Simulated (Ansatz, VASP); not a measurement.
Te: VASP beside Ansatz

Contents of POSCAR:

```
Te
1.0
    4.4540000000      0.0000000000      0.0000000000
   -2.2270000000      3.8572771485      0.0000000000
    0.0000000000      0.0000000000      5.9240000000
Te
3
Direct
    0.7310000000      0.7310000000      0.0000000000
    0.0000000000      0.2690000000      0.6666666667
    0.2690000000      0.0000000000      0.3333333333
```

File INCAR.step1:

```
SYSTEM = Te
ALGO = Normal
EDIFF = 1E-5
ENCUT = 520
GGA = PE
ISIF = 2
ISMEAR = -1
LASPH = .TRUE.
LREAL = .FALSE.
LWAVE = .TRUE.
NBANDS = 16
NELM = 60
PREC = Accurate
SIGMA = 0.05
```

Contents of INCAR.step2:

```
SYSTEM = Te
AEXX = 0.25
ALGO = Normal
EDIFF = 1E-6
ENCUT = 520
GGA = PE
HFSCREEN = 0.2
ISIF = 2
ISMEAR = -1
ISTART = 1
LASPH = .TRUE.
LCHARG = .TRUE.
LELF = .TRUE.
LHFCALC = .TRUE.
LREAL = .FALSE.
LVHAR = .TRUE.
LWAVE = .FALSE.
NBANDS = 16
NELM = 60
PREC = Accurate
PRECFOCK = Normal
SIGMA = 0.05
```

KPOINTS

```
k-points
0
G
  4 4 3
  0 0 0
```

Contents of input.yaml:

```yaml
crystal:
  lattice:
    - [4.454, 0.0, 0.0]
    - [-2.227, 3.8572771485, 0.0]
    - [0.0, 0.0, 5.924]
  atoms:
    - { symbol: Te, position: [0.731, 0.731, 0.0] }
    - { symbol: Te, position: [0.0, 0.269, 0.6666666667] }
    - { symbol: Te, position: [0.269, 0.0, 0.3333333333] }
hamiltonian:
  xc: { exchange: pbe, correlation: pbe, exx: { coeff: 0.25, omega: 0.2 } }
  pseudopotentials: { kind: paw }
kpoints:
  mp_grid: { grid: [4, 4, 3] }
scf:
  occupations: { method: fermi_dirac, width: 0.05 }
output:
  forces: true
  stress: true
  eigenvalues: true
```

Alike in both runs: task single point; functional PBE-based screened hybrid; k mesh 4 × 4 × 3; occupations fermi-dirac, width 0.05 eV; no spin polarisation.

```csv
,VASP,Ansatz
version,VASP 6.6.1,Ansatz 0.2.0
potentials or method,"VASP PAW PBE potentials, release 64 (Te)",Ansatz PAW
plane-wave cutoff (eV),520,420
valence electrons in the cell,18,48
```

VASP gave:

- gap on the k mesh at the Fermi level (eV): 1.28
- least direct gap on the mesh (eV): 1.48
- pressure (GPa): -0.7
- traceless stress, the component that is largest in VASP (GPa): -0.82
- rms of the force components (eV/Å): 0.191

**Question.** What did Ansatz give for the same quantities?

**Answer.** gap on the k mesh at the Fermi level (eV): 1.29; least direct gap on the mesh (eV): 1.50; pressure (GPa): -0.2; traceless stress, the component that is largest in VASP (GPa): -0.68; rms of the force components (eV/Å): 0.178.

VASP's potentials were made for PBE, not for PBE-based screened hybrid. Atom by atom the forces differ by 0.013 eV/Å (rms over components). With one functional, cell and mesh, what is left measures potentials, basis and numerics. VASP's potentials hold 18 valence electrons a cell and Ansatz's 48, so a difference there can come from the potentials and not from the codes.

Spin-orbit coupling is off throughout. Noted on Ansatz's run: odd divisions of the mesh miss points on the zone boundary, where band edges often lie, so the gap on the mesh can be too wide.
